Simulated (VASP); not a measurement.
Wanted: the native input for a VASP 6.6.1 run.

| Property | Result |
| --- | --- |
| Task | single point |
| Functional | r2SCAN |
| Potentials or basis | VASP PAW PBE potentials, release 64 (Al, Pt) |
| Cutoff | 520 eV |
| k mesh | 6 × 6 × 6 |
| Occupations | fermi-dirac, width 0.1 eV |
| Spin | no spin polarisation |
| Dipole correction | no |
| Further INCAR settings | ALGO = Normal; EDIFF = 1e-07; NBANDS = 15 |

Al2Pt:

```xyz
3
Lattice="0.0000 2.9550 2.9550 2.9550 0.0000 2.9550 2.9550 2.9550 0.0000" Properties=species:S:1:pos:R:3 pbc="T T T"
Al    1.4775    1.4775    1.4775
Al    4.4325    4.4325    4.4325
Pt    0.0000    0.0000    0.0000
```

The input as run:

POSCAR

```
Al2Pt
1.0
    0.0000000000      2.9550000000      2.9550000000
    2.9550000000      0.0000000000      2.9550000000
    2.9550000000      2.9550000000      0.0000000000
Al Pt
2 1
Direct
    0.2500000000      0.2500000000      0.2500000000
    0.7500000000      0.7500000000      0.7500000000
    0.0000000000      0.0000000000      0.0000000000
```

INCAR.step1

```
PREC     = Accurate       # precision mode
ENCUT    = 520            # plane-wave cutoff, eV
ISMEAR   = -1             # smearing method
SIGMA    = 0.1            # smearing width, eV
LREAL    = F              # projectors in reciprocal space
LASPH    = T              # aspherical terms in the spheres
NELM     = 100            # most SCF steps
NBANDS   = 15             # bands
GGA      = PE             # functional
ALGO     = Normal         # electronic algorithm
EDIFF    = 1E-4           # SCF threshold, eV
LWAVE    = T              # write WAVECAR
LCHARG   = F              # write CHGCAR
```

INCAR.step2

```
PREC     = Accurate       # precision mode
ENCUT    = 520            # plane-wave cutoff, eV
EDIFF    = 1E-7           # SCF threshold, eV
ISMEAR   = -1             # smearing method
SIGMA    = 0.1            # smearing width, eV
LREAL    = F              # projectors in reciprocal space
LASPH    = T              # aspherical terms in the spheres
NELM     = 100            # most SCF steps
ALGO     = Normal         # electronic algorithm
ISIF     = 2              # what is computed and relaxed
LWAVE    = F              # write WAVECAR
LCHARG   = F              # write CHGCAR
METAGGA  = R2SCAN         # meta-GGA
LMIXTAU  = T            
NBANDS   = 15             # bands
ISTART   = 1
```

KPOINTS

```
Automatic mesh
0
Gamma
  6 6 6
```

Potentials or basis: VASP PAW PBE potentials, release 64 (Al, Pt).

Command:

```sh
$ cat potpaw_PBE.64/Al/POTCAR potpaw_PBE.64/Pt/POTCAR > POTCAR
$ cp INCAR.step1 INCAR
$ mpirun -np 1 vasp_std > vasp.out
$ cp INCAR.step2 INCAR
$ mpirun -np 1 vasp_std > vasp.out
```

It gave:

```yaml
Pressure: -0.7 GPa
Band_gap_on_the_k_mesh: zero (band 8 reaches 11.77 eV, above the bottom of band 9 at 6.09 eV)
```

Caveat: the PAW data sets were made with another functional, which shifts forces and pressure a little; spin-orbit coupling is left out, which moves the levels of the heavy elements.

Run time: 78 s on 1 thread of Intel Xeon 8259CL, on a shared host, peak memory 0.19 GiB.
